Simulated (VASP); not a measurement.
# Si2W (I4/mmm) in VASP: notebook, part 2 of 2

VASP 6.6.1. Earlier steps stand in the parts before.

**3. Relaxation of cell and atoms, RPBE+D4**

Contents of INCAR:

```
SYSTEM = Si2W
PREC = Accurate
ENCUT = 600
EDIFF = 1E-6
ISMEAR = -1
SIGMA = 0.05
LREAL = .False.
LASPH = .True.
NELM = 80
ALGO = Normal
ISIF = 3
LWAVE = .False.
LCHARG = .False.
GGA = RP
IVDW = 13
IBRION = 2
NSW = 60
EDIFFG = -0.01
```

Contents of KPOINTS:

```
regular mesh
0
Gamma
  12 12 12
  0 0 0
```

Contents of POSCAR:

```
Si2W
1.0
   -1.6069000000      1.6069000000      3.9149500000
    1.6069000000     -1.6069000000      3.9149500000
    1.6069000000      1.6069000000     -3.9149500000
W Si
1 2
Direct
    0.0000000000      0.0000000000      0.0000000000
    0.6653000000      0.6653000000      0.0000000000
    0.3347000000      0.3347000000      0.0000000000
```

Potentials or basis: VASP PAW PBE potentials, release 64 (W_sv, Si).

Run with:

```sh
$ cat potpaw_PBE.64/W_sv/POTCAR potpaw_PBE.64/Si/POTCAR > POTCAR
$ mpirun -np 1 vasp_std > vasp.out
```

OUTCAR:

```text
SYSTEM = Si2W
   PREC = Accurate
   ENCUT = 600
   EDIFF = 1E-6
   ISMEAR = -1
   LREAL = .False.
   LASPH = .True.
   NELM = 80
   ISIF = 3
   GGA = RP
   IVDW = 13
   IBRION = 2
   NSW = 60
   EDIFFG = -0.01

 ion  position               nearest neighbor table
   1  0.000  0.000  0.000-   2 2.62   2 2.62   2 2.62   3 2.62   2 2.62   3 2.62   3 2.62   3 2.62
                             2 2.62   3 2.62
   2  0.665  0.665  0.000-   3 2.59   1 2.62   1 2.62   1 2.62   1 2.62   1 2.62   3 2.63   3 2.63
                             3 2.63   3 2.63
   3  0.335  0.335  0.000-   2 2.59   1 2.62   1 2.62   1 2.62   1 2.62   1 2.62   2 2.63   2 2.63
                             2 2.63   2 2.63

  LATTYP: Found a body centered tetragonal cell.
 ALAT       =     3.2138000000
 C/A-ratio  =     2.4363370465

  Lattice vectors:

 A1 = (  -1.6069000000,   1.6069000000,   3.9149500000)
 A2 = (   1.6069000000,  -1.6069000000,   3.9149500000)
 A3 = (   1.6069000000,   1.6069000000,  -3.9149500000)

Analysis of symmetry for initial positions (statically):
=====================================================================
 Subroutine PRICEL returns:
 Original cell was already a primitive cell.

 Routine SETGRP: Setting up the symmetry group for a
 body centered tetragonal supercell.

 Subroutine GETGRP returns: Found 16 space group operations
 (whereof 16 operations were pure point group operations)
 out of a pool of 16 trial point group operations.

The static configuration has the point symmetry D_4h.

Analysis of symmetry for dynamics (positions and initial velocities):
=====================================================================
 Subroutine PRICEL returns:
 Original cell was already a primitive cell.

 Routine SETGRP: Setting up the symmetry group for a
 body centered tetragonal supercell.

 Subroutine GETGRP returns: Found 16 space group operations
 (whereof 16 operations were pure point group operations)
 out of a pool of 16 trial point group operations.

The dynamic configuration has the point symmetry D_4h.

 Subroutine INISYM returns: Found 16 space group operations
 (whereof 16 operations are pure point group operations),
 and found     1 'primitive' translations

----------------------------------------------------------------------------------------

                                     Primitive cell

  volume of cell :      40.4356

  direct lattice vectors                    reciprocal lattice vectors
    -1.606900000  1.606900000  3.914950000     0.000000000  0.311158131  0.127715552
     1.606900000 -1.606900000  3.914950000     0.311158131  0.000000000  0.127715552
     1.606900000  1.606900000 -3.914950000     0.311158131  0.311158131  0.000000000

  length of vectors
     4.526708376  4.526708376  4.526708376     0.336348992  0.336348992  0.440044048

  position of ions in fractional coordinates (direct lattice)
     0.000000000  0.000000000  0.000000000
     0.665300000  0.665300000  0.000000000
     0.334700000  0.334700000  0.000000000

  ion indices of the primitive-cell ions
   primitive index   ion index
                 1           1
                 2           2
                 3           3

----------------------------------------------------------------------------------------

 KPOINTS: regular mesh

Automatic generation of k-mesh.
 Grid dimensions read from file:
 generate k-points for:   12   12   12

 Generating k-lattice:

  Cartesian coordinates                     Fractional coordinates (reciprocal lattice)
     0.000000000  0.025929844  0.010642963     0.083333333  0.000000000  0.000000000
     0.025929844  0.000000000  0.010642963     0.000000000  0.083333333  0.000000000
     0.025929844  0.025929844  0.000000000     0.000000000  0.000000000  0.083333333

  Length of vectors
     0.028029083  0.028029083  0.036670337

  Shift w.r.t. Gamma in fractional coordinates (k-lattice)
     0.000000000  0.000000000  0.000000000

 Subroutine IBZKPT returns following result:
 ===========================================

 Found    163 irreducible k-points:

 Following reciprocal coordinates:
            Coordinates               Weight
  0.000000  0.000000  0.000000      1.000000
  0.083333  0.000000  0.000000      8.000000
  0.166667 -0.000000  0.000000      8.000000
  0.250000  0.000000  0.000000      8.000000
  0.333333  0.000000  0.000000      8.000000
  0.416667  0.000000  0.000000      8.000000
[... 16 lines left out ...]
  0.500000  0.166667 -0.000000     16.000000
 -0.416667  0.166667  0.000000     16.000000
 [... further k-points ...]
   k-points           NKPTS =    163   k-points in BZ     NKDIM =    163   number of bands    NBANDS=     15
   number of dos      NEDOS =    301   number of ions     NIONS =      3
   total plane-waves  NPLWV =  46656
   dimension x,y,z NGX =    36 NGY =   36 NGZ =   36
   dimension x,y,z NGXF=    72 NGYF=   72 NGZF=   72
   ions per type =               1   2
   NGX,Y,Z   is equivalent  to a cutoff of  13.22, 13.22, 13.22 a.u.
   NGXF,Y,Z  is equivalent  to a cutoff of  26.44, 26.44, 26.44 a.u.
 SYSTEM =  Si2W
   PREC   = accura    normal or accurate (medium, high low for compatibility)
   ISTART =      0    job   : 0-new  1-cont  2-samecut
   ICHARG =      2    charge: 1-file 2-atom 10-const
   ISPIN  =      1    spin polarized calculation?
   LNONCOLLINEAR =      F non collinear calculations
   LSORBIT =      F    spin-orbit coupling
   LASPH  =      T    aspherical Exc in radial PAW
   ENCUT  =  600.0 eV  44.10 Ry    6.64 a.u.   9.04  9.04  9.04*2*pi/ulx,y,z
   NELM   =     80;   NELMIN=  2; NELMDL= -5     # of ELM steps
   EDIFF  = 0.1E-05   stopping-criterion for ELM
   LREAL  =      F    real-space projection
   EDIFFG = -.1E-01   stopping-criterion for IOM
   NSW    =     60    number of steps for IOM
   IBRION =      2    ionic relax: 0-MD 1-quasi-New 2-CG
   NFREE  =      1    steps in history (QN), initial steepest desc. (CG)
   ISIF   =      3    stress and relaxation
   ISYM   =      2    0-nonsym 1-usesym 2-fastsym
   POTIM  = 0.5000    time-step for ionic-motion
   TEBEG  =    0.0;   TEEND  =   0.0 temperature during run
   PSTRESS=    0.0 pullay stress
   NELECT =      22.0000    total number of electrons
   NUPDOWN=      -1.0000    fix difference up-down
   EMIN   =  10.00;   EMAX   =-10.00  energy-range for DOS
   EFERMI =   0.00;   METHOD = LEGACY
   ISMEAR =    -1;   SIGMA  =   0.05  broadening in eV -4-tet -1-fermi 0-gaus
   EFERMI_NEDOS =   21; number of points for ismear=-14 and -15
   IALGO  =     38    algorithm
   IMIX   =      4    mixing-type and parameters
     AMIX     =   0.40;   BMIX     =  1.00
     AMIX_MAG =   1.60;   BMIX_MAG =  1.00
  volume/ion in A,a.u.               =      13.48        90.96
  Fermi-wavevector in a.u.,A,eV,Ry     =   1.336476  2.525573 24.302284  1.786167
  Thomas-Fermi vector in A             =   2.465099
   LORBIT       =      0    0 simple, 1 ext, 2 COOP (PROOUT), +10 PAW based schemes
   GGA     = RP    functional components
   LHFCALC =     F    Hartree Fock is set to
   AEXX    =    0.0000 exact exchange contribution
   IVDW    =    13    specifies the selected vdW correction
   LEPSILON=     F    determine dielectric tensor
   LRPA    =     F    only Hartree local field effects (RPA)
 conjugate gradient relaxation of ions
 non-spin polarized calculation
  energy-cutoff  :      600.00
  volume of cell :       40.44
 maximum number of plane-waves:      1372
   NGX = 19   NGY = 19   NGZ = 19

--------------------------------------- Ionic step        1  -------------------------------------------

 number of electron      21.9999999 magnetization

 Free energy of the ion-electron system (eV)
  ---------------------------------------------------
  ext. energy  EPLUGINS =         0.00000000
  ---------------------------------------------------
  free energy    TOTEN  =       -23.63658227 eV

  energy without entropy =      -23.63463279  energy(sigma->0) =      -23.63560753

------------------------ aborting loop because EDIFF is reached ----------------------------------------

  DFT-D4 for vdW energy calculation

  Edisp (eV):   -3.30170
[... 319 lines left out ...]
--------------------------------------- Ionic step        9  -------------------------------------------

 number of electron      21.9999999 magnetization

 Free energy of the ion-electron system (eV)
  ---------------------------------------------------
  ext. energy  EPLUGINS =         0.00000000
  ---------------------------------------------------
  free energy    TOTEN  =       -23.57413717 eV

  energy without entropy =      -23.57242573  energy(sigma->0) =      -23.57328145

 E-fermi :  12.4964     XC(G=0): -12.6356

 val. band max:       12.4936355067   @ k =  -0.4167  -0.4167   0.3333
 cond. band min:      12.5295939323   @ k =  -0.4167  -0.4167   0.4167
 fundamental gap:      0.0359584256
 Fermi energy:        12.4963618782

 k-point     1 :       0.0000    0.0000    0.0000
  band No.  band energies     occupation
      1     -61.3585      2.00000
      2     -25.6476      2.00000
      3     -25.6053      2.00000
      4     -25.6053      2.00000
      5      -1.8753      2.00000
      6       5.4225      2.00000
      7       8.7107      2.00000
      8       9.0189      2.00000
      9       9.5307      2.00000
     10       9.5307      2.00000
     11      13.1366      0.00001
     12      15.1906      0.00000
     13      15.3967      0.00000
     14      15.6824      0.00000
[... 401 lines left out ...]
      2     -25.8247      2.00000
      3     -25.6429      2.00000
      4     -25.6225      2.00000
      5       1.2871      2.00000
      6       3.9852      2.00000
      7       6.5715      2.00000
      8       7.8034      2.00000
      9       9.4791      2.00000
     10      10.0491      2.00000
     11      10.2025      2.00000
     12      14.5974      0.00000
     13      15.3087      0.00000
     14      15.8872      0.00000
     15      17.3545      0.00000

 [... further k-points ...]

------------------------ aborting loop because EDIFF is reached ----------------------------------------

  DFT-D4 for vdW energy calculation

  Edisp (eV):   -3.38780
[... 26 lines left out ...]
  FREE ENERGIE OF THE ION-ELECTRON SYSTEM (eV)
  ---------------------------------------------------
  free  energy   TOTEN  =       -26.9619391236 eV

  energy  without entropy=      -26.9602276858  energy(sigma->0) =      -26.96108340

 reached required accuracy - stopping structural energy minimisation
```

CONTCAR:

```text
Si2W
   1.00000000000000
    -1.5899073594958533    1.5899073594958533    3.8893248661492485
     1.5899073594958533   -1.5899073594958533    3.8893248661492485
     1.5899073594958533    1.5899073594958533   -3.8893248661492485
  W               Si
     1     2
Direct
     0.0000000000000000    0.0000000000000000    0.0000000000000000
     0.6663568715738201    0.6663568715738201    0.0000000000000000
     0.3336431284261801    0.3336431284261801    0.0000000000000000

  0.00000000E+00  0.00000000E+00  0.00000000E+00
  0.00000000E+00  0.00000000E+00  0.00000000E+00
  0.00000000E+00  0.00000000E+00  0.00000000E+00
```

Wall time 17 min (1 thread of Intel Xeon 8259CL, shared host); peak memory 0.3 GiB.

Results:

```
Free energy                           : -26.9619 eV
Relaxed volume                        : 13.11 Å³/atom
Relaxed cell                          : a = 4.492 Å, b = 4.492 Å, c = 4.492 Å, α = 138.55°, β = 138.55°, γ = 60.07°
Space group after relaxing (to 0.1 Å) : I4/mmm (No. 139)
Energy gained by relaxing             : 7.9 meV/atom
Ionic steps                           : 9
Pressure after relaxing               : -0.1 GPa
Band gap on the k mesh                : zero (bands 11 and 12 overlap by 1.40 eV)
Dispersion energy per atom            : -1.129 eV
```

Step by step:
| step | energy change (eV) | largest force (eV/Å) | pressure (GPa) | volume (Å³) |
| --- | --- | --- | --- | --- |
| 1 | 0.0000 | 0.1094 | -6.27 | 40.44 |
| 2 | 0.0533 | 0.1989 | 13.55 | 37.43 |
| 3 | -0.0224 | 0.1429 | 0.05 | 39.34 |
| 4 | -0.0224 | 0.1439 | 0.14 | 39.32 |
| 5 | -0.0236 | 0.0072 | 0.05 | 39.30 |
| 6 | -0.0236 | 0.0235 | 0.07 | 39.31 |
| 7 | -0.0236 | 0.0260 | 0.07 | 39.31 |
| 8 | -0.0236 | 0.0096 | -0.09 | 39.33 |
| 9 | -0.0237 | 0.0005 | -0.05 | 39.33 |

Final structure:
```
W Si
1.0
    -1.58991    1.58991    3.88932
     1.58991   -1.58991    3.88932
     1.58991    1.58991   -3.88932
W Si
1 2
Cartesian
  0.0000 0.0000 0.0000
  0.0000 0.0000 5.1834
  0.0000 0.0000 2.5953
```

Caveat: the PAW data sets were made with another functional, which shifts forces and pressure a little; spin-orbit coupling is left out, which moves the levels of the heavy elements.
